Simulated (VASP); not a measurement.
# Al in VASP: a series of runs, part 2 of 2

VASP 6.6.1. Earlier steps stand in the parts before.

### Step 3. Single point, r2SCAN (the distance across one plane changed)

The input, POSCAR:

```
Al
1.0
   -2.8221979689      0.0000000000      0.0000000000
   -1.4110989845     -2.4440951356      0.0000000000
    0.0000000000      0.0000000000     20.5241186883
Al
8
Direct
    1.0000000000      1.0000000000      0.7333248586
    1.0000000000      1.0000000000      0.2820480225
    0.3333333333      0.3333333333      0.8461440676
    0.3333333333      0.3333333333      0.3948672315
    1.0000000000      1.0000000000      0.0564096045
    1.0000000000      1.0000000000      0.5076864405
    0.6666666667      0.6666666667      0.1692288135
    0.6666666667      0.6666666667      0.6205056496
```

The input, INCAR.step1:

```
SYSTEM = Al
PREC = Accurate ; ENCUT = 520
ISMEAR = 0 ; SIGMA = 0.15
LREAL = .False. ; LASPH = .True.
NELM = 80 ; NBANDS = 22
GGA = PE ; ALGO = Normal
EDIFF = 1E-4 ; LWAVE = .True.
LCHARG = .False.
```

The input, INCAR.step2:

```
SYSTEM = Al
PREC = Accurate ; ENCUT = 520
EDIFF = 1E-6 ; ISMEAR = 0
SIGMA = 0.15 ; LREAL = .False.
LASPH = .True. ; NELM = 80
ALGO = Normal ; ISIF = 2
LWAVE = .False. ; LCHARG = .True.
METAGGA = R2SCAN ; LMIXTAU = .True.
LELF = .True. ; LVHAR = .True.
NBANDS = 22 ; ISTART = 1
```

The input, KPOINTS:

```
Automatic mesh
0
Gamma
  19 19 3
  0 0 0
```

Potentials or basis: VASP PAW PBE potentials, release 64 (Al).

Started as:

```bash
$ cat potpaw_PBE.64/Al/POTCAR > POTCAR
$ cp INCAR.step1 INCAR
$ mpirun -np 1 vasp_std > vasp.out
$ cp INCAR.step2 INCAR
$ mpirun -np 1 vasp_std > vasp.out
```

OUTCAR:

```text
SYSTEM = Al
   PREC = Accurate
   ENCUT = 520
   EDIFF = 1E-6
   ISMEAR = 0
   LREAL = .False.
   LASPH = .True.
   NELM = 80
   ISIF = 2
   METAGGA = R2SCAN
   ISTART = 1

 ion  position               nearest neighbor table
   1  0.000  0.000  0.733-   3 2.83   8 2.83   8 2.83   3 2.83   3 2.83   8 2.83
   2  0.000  0.000  0.282-   4 2.83   7 2.83   7 2.83   4 2.83   4 2.83   7 2.83
   3  0.333  0.333  0.846-   1 2.83   1 2.83   1 2.83
   4  0.333  0.333  0.395-   2 2.83   6 2.83   2 2.83   6 2.83   2 2.83   6 2.83
   5  0.000  0.000  0.056-   7 2.83   7 2.83   7 2.83
   6  0.000  0.000  0.508-   4 2.83   4 2.83   4 2.83   8 2.83   8 2.83   8 2.83
   7  0.667  0.667  0.169-   2 2.83   5 2.83   2 2.83   5 2.83   2 2.83   5 2.83
   8  0.667  0.667  0.621-   1 2.83   1 2.83   1 2.83   6 2.83   6 2.83   6 2.83

  LATTYP: Found a hexagonal cell.
 ALAT       =     2.8221979689
 C/A-ratio  =     7.2723880161

  Lattice vectors:

 A1 = (   1.4110989845,   2.4440951356,   0.0000000000)
 A2 = (  -2.8221979689,   0.0000000000,   0.0000000000)
 A3 = (   0.0000000000,   0.0000000000,  20.5241186883)

Analysis of symmetry for initial positions (statically):
[... 193 lines left out ...]
 k-point     1 :       0.0000    0.0000    0.0000
  band No.  band energies     occupation
      1      -4.7785      2.00000
      2      -4.4646      2.00000
      3      -3.9608      2.00000
      4      -3.2234      2.00000
      5      -2.3636      2.00000
      6      -1.1969      2.00000
[... 589 lines left out ...]
     21      11.6611      0.00000
     22      11.9632      0.00000

 [... further k-points ...]

------------------------ aborting loop because EDIFF is reached ----------------------------------------

  FORCE on cell =-STRESS in cart. coord.  units (eV):
  Direction    XX          YY          ZZ          XY          YZ          ZX
  --------------------------------------------------------------------------------------
  -------------------------------------------------------------------------------------
  Total       -1.6047676     -1.6047676     -0.1686405     -0.0000000      0.0000000      0.0000000
  in kB      -18.1615378    -18.1615378     -1.9085449     -0.0000000      0.0000000      0.0000000
  external PRESSURE =     -12.7438735 kB  Pullay stress =       0.0000000 kB

 VOLUME and BASIS-vectors are now :
 -----------------------------------------------------------------------------
  energy-cutoff  :      520.00
  volume of cell :      141.57
      direct lattice vectors                 reciprocal lattice vectors
    -2.822197969  0.000000000  0.000000000    -0.354333754  0.204574688  0.000000000
    -1.411098984 -2.444095136  0.000000000     0.000000000 -0.409149376  0.000000000
     0.000000000  0.000000000 20.524118688     0.000000000  0.000000000  0.048723164

 POSITION                                       TOTAL-FORCE (eV/Angst)
 -----------------------------------------------------------------------------------
      0.00000      0.00000     15.05085         0.000000     -0.000000     -0.042443
      0.00000      0.00000      5.78879        -0.000000     -0.000000      0.002718
     -1.41110     -0.81470     17.36636        -0.000000     -0.000000      0.163704
     -1.41110     -0.81470      8.10430         0.000000      0.000000      0.010188
      0.00000      0.00000      1.15776         0.000000     -0.000000     -0.201087
      0.00000      0.00000     10.41982         0.000000     -0.000000     -0.033987
     -2.82220     -1.62940      3.47327        -0.000000     -0.000000      0.075116
     -2.82220     -1.62940     12.73533        -0.000000      0.000000      0.025790
 -----------------------------------------------------------------------------------
    total drift:                                0.000000      0.000000     -0.001141

  FREE ENERGIE OF THE ION-ELECTRON SYSTEM (eV)
  ---------------------------------------------------
  free  energy   TOTEN  =       -53.1104058901 eV

  energy  without entropy=      -53.0754409549  energy(sigma->0) =      -53.09292342
```

OUTCAR.step1:

```text
SYSTEM = Al
   PREC = Accurate
   ENCUT = 520
   ISMEAR = 0
   LREAL = .False.
   LASPH = .True.
   NELM = 80
[... 845 lines left out ...]
      0.00000      0.00000     10.41982        -0.000000      0.000000     -0.030195
     -2.82220     -1.62940      3.47327        -0.000000     -0.000000      0.070137
     -2.82220     -1.62940     12.73533         0.000000      0.000000      0.017265
 -----------------------------------------------------------------------------------
    total drift:                                0.000000      0.000000      0.000891

  FREE ENERGIE OF THE ION-ELECTRON SYSTEM (eV)
  ---------------------------------------------------
  free  energy   TOTEN  =       -29.2355763915 eV

  energy  without entropy=      -29.1988269946  energy(sigma->0) =      -29.21720169
```

OSZICAR.step1:

```text
N       E                     dE             d eps       ncg     rms          rms(c)
DAV:   1     0.254310715320E+02    0.25431E+02   -0.83535E+03  4840   0.865E+02
DAV:   2    -0.274212897495E+02   -0.52852E+02   -0.50175E+02  5992   0.116E+02
DAV:   3    -0.298869542231E+02   -0.24657E+01   -0.23660E+01  6778   0.204E+01
DAV:   4    -0.299336635114E+02   -0.46709E-01   -0.46584E-01  6232   0.318E+00
DAV:   5    -0.299349841977E+02   -0.13207E-02   -0.13205E-02  6520   0.569E-01    0.404E+00
DAV:   6    -0.311265418477E+02   -0.11916E+01   -0.17637E+01  6880   0.131E+01    0.384E+00
DAV:   7    -0.293354117353E+02    0.17911E+01   -0.14507E+01  6722   0.119E+01    0.212E+00
DAV:   8    -0.292804389700E+02    0.54973E-01   -0.12057E+00  6152   0.333E+00    0.881E-01
DAV:   9    -0.293090756214E+02   -0.28637E-01   -0.12848E+00  6334   0.351E+00    0.715E-01
DAV:  10    -0.292350329925E+02    0.74043E-01   -0.55194E-01  6498   0.234E+00    0.234E-01
DAV:  11    -0.292355710477E+02   -0.53806E-03   -0.17283E-02  6118   0.607E-01    0.223E-01
DAV:  12    -0.292355763915E+02   -0.53438E-05   -0.70140E-04  6282   0.136E-01
   1 F= -.29235576E+02 E0= -.29217202E+02  d E =-.367494E-01
```

It took 17 min on 1 thread of AMD EPYC 9R45 (Zen 5), shared host; peak memory 0.43 GiB.

Results:

```yaml
Free_energy: -53.1104 eV
Pressure: -1.3 GPa
Largest_force: 0.201 eV/Å
Band_gap_on_the_k_mesh: zero (bands 12 and 13 overlap by 4.12 eV)
```

Forces in eV/Å, atoms in the order of the input:
```
Al   0.000  0.000 -0.042
Al   0.000  0.000  0.003
Al   0.000  0.000  0.164
Al   0.000  0.000  0.010
Al   0.000  0.000 -0.201
Al   0.000  0.000 -0.034
Al   0.000  0.000  0.075
Al   0.000  0.000  0.026
```

Levels at points of the mesh, in eV from the Fermi level:
```tsv
k point	band 7	band 8	band 9	band 10	band 11	band 12	band 13	band 14	band 15	band 16
(0.00, 0.00, 0.00)	-7.23	-5.48	-4.60	-2.27	-1.10	1.77	2.55	6.29	6.67	11.00
```

Caveat: the cell differs from its parent crystal (the distance across one plane changed); the PAW data sets were made with another functional, which shifts forces and pressure a little.

### Step 4. Single point, r2SCAN (the distance across one plane changed)

The input, POSCAR:

```
Al
1.0
   -2.8221979689      0.0000000000      0.0000000000
   -1.4110989845     -2.4440951356      0.0000000000
    0.0000000000      0.0000000000     21.5241186883
Al
8
Direct
    1.0000000000      1.0000000000      0.6992549452
    1.0000000000      1.0000000000      0.2689442097
    0.3333333333      0.3333333333      0.8068326291
    0.3333333333      0.3333333333      0.3765218936
    1.0000000000      1.0000000000      0.0537888419
    1.0000000000      1.0000000000      0.4840995775
    0.6666666667      0.6666666667      0.1613665258
    0.6666666667      0.6666666667      0.5916772613
```

The input, INCAR.step1:

```
ALGO = Normal ; EDIFF = 1E-4
ENCUT = 520 ; GGA = PE
ISMEAR = 0 ; LASPH = True
LCHARG = False ; LREAL = False
LWAVE = True ; NBANDS = 22
NELM = 100 ; PREC = Accurate
SIGMA = 0.15
```

The input, INCAR.step2:

```
ALGO = Normal ; EDIFF = 1E-7
ENCUT = 520 ; ISIF = 2
ISMEAR = 0 ; ISTART = 1
LASPH = True ; LCHARG = False
LMIXTAU = True ; LREAL = False
LWAVE = False ; METAGGA = R2SCAN
NBANDS = 22 ; NELM = 100
PREC = Accurate ; SIGMA = 0.15
```

The input, KPOINTS:

```
k-points
0
Gamma
  19 19 3
```

Started as:

```bash
$ cat potpaw_PBE.64/Al/POTCAR > POTCAR
$ cp INCAR.step1 INCAR
$ mpirun -np 1 vasp_std > vasp.out
$ cp INCAR.step2 INCAR
$ mpirun -np 1 vasp_std > vasp.out
```

Wall time 20 min (1 thread of AMD EPYC 9R45 (Zen 5), shared host); peak memory 0.44 GiB.

The run converged. Its results:

- Free energy: -53.0374 eV
- Pressure: -1.1 GPa
- Largest force: 0.121 eV/Å
- Band gap on the k mesh: zero (bands 12 and 13 overlap by 3.96 eV)

Forces in eV/Å, atoms in the order of the input:
```
Al   0.000  0.000 -0.040
Al   0.000  0.000  0.003
Al   0.000  0.000  0.082
Al   0.000  0.000  0.012
Al   0.000  0.000 -0.121
Al   0.000  0.000 -0.037
Al   0.000  0.000  0.071
Al   0.000  0.000  0.029
```

Stress tensor (GPa, compression positive):
```
-1.82  0.00  0.00
 0.00 -1.82  0.00
 0.00  0.00  0.20
```

Levels at points of the mesh, in eV from the Fermi level:
```csv
k point,band 9,band 10,band 11,band 12,band 13,band 14
"(0.00, 0.00, 0.00)",-4.45,-2.45,-0.95,1.41,2.37,5.63
```

Caveat: the cell differs from its parent crystal (the distance across one plane changed); the PAW data sets were made with another functional, which shifts forces and pressure a little.

### Step 5. Summary

```csv
cell,gap on the mesh (eV),pressure (GPa),largest force (eV/Å)
"a = 2.822, b = 2.822, c = 24.524 Å, angles 90.0, 90.0, 60.0°, 8 atoms",none,-,0.08
"a = 2.822, b = 2.822, c = 20.524 Å, angles 90.0, 90.0, 60.0°, 8 atoms",none,-1.3,0.20
"a = 2.822, b = 2.822, c = 21.524 Å, angles 90.0, 90.0, 60.0°, 8 atoms",none,-1.1,0.12
```

Alike in all rows: task single point; level r2SCAN; potentials or basis VASP PAW PBE potentials, release 64 (Al); no spin polarisation; k mesh 19 × 19 × 3; cutoff (eV) 520; smearing gaussian 0.15 eV.

Caveats: the PAW data sets were made with another functional, which shifts forces and pressure a little.

Total energies depend on the potentials used, so only differences within one code and one set of settings carry meaning.
